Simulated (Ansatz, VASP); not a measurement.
**Two plane-wave programs on Al**

```
Al
1.0
    -1.59122    1.59122    1.59122
     1.59122   -1.59122    1.59122
     1.59122    1.59122   -1.59122
Al
1
Direct
  0.00000 0.00000 0.00000
```

Alike in both runs: task single point; functional r2SCAN; k mesh 18 × 18 × 18; occupations gaussian, width 0.05 eV; no spin polarisation.

```csv
,VASP,Ansatz
version,VASP 6.6.1,Ansatz 0.2.0
potentials or method,"VASP PAW PBE potentials, release 64 (Al), cutoff 520 eV","scalar-relativistic, plane waves, PAW"
valence electrons in the cell,3,3
```

|  | VASP | Ansatz | Ansatz less VASP |
| --- | --- | --- | --- |
| pressure (GPa) | 0.1 | 0.5 | +0.31 |

VASP's potentials were made for PBE, not for r2SCAN. The functional is the same, so the differences come from potentials, cutoffs and numerics.
